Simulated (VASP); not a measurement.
AlH8, 9 atoms in the cell. The structure is hexagonal, space group P-6m2 (No. 187). The conventional cell has a = 6.367 Å, b = 6.367 Å, c = 5.818 Å, α = 90.00°, β = 90.00°, γ = 120.00°. Within 2.1 Å of Al (site symmetry -6m2) lie 3 H at 1.60 Å. H (site symmetry mm2) has 1 Al at 1.60 Å within 2.1 Å. H (site symmetry 3m) has 1 H at 0.75 Å within 1.0 Å. Within 4.7 Å of H (site symmetry -6m2) lie 18 H at 3.58 to 4.47 Å and 6 Al at 4.69 Å. H (site symmetry 3m) has 1 H at 0.75 Å within 1.0 Å. 

```yaml
Program: VASP 6.6.1
Task: single point
Functional: PBE
Potentials_or_basis: VASP PAW PBE potentials, release 64 (Al, H)
Cutoff: 520 eV
k_mesh: 9 × 9 × 6
Occupations: gaussian, width 0.1 eV
Spin: no spin polarisation
Dipole_correction: no
Further_INCAR_settings: ALGO = Normal; EDIFF = 1e-06; NBANDS = 16
```

Potentials or basis: VASP PAW PBE potentials, release 64 (Al, H).

Command:

```sh
$ cat potpaw_PBE.64/Al/POTCAR potpaw_PBE.64/H/POTCAR > POTCAR
$ mpirun -np 1 vasp_std > vasp.out
```

Hardware: 1 thread of Intel(R) Xeon(R) Platinum 8259CL CPU @ 2.50GHz (Skylake/Cascade Lake) (shared host).

Estimate the wall time of this run.

Run time: 110 s on 1 thread of Intel(R) Xeon(R) Platinum 8259CL CPU @ 2.50GHz (Skylake/Cascade Lake), on a shared host, peak memory 0.38 GiB. Counts: scf iterations 13, k points 48.
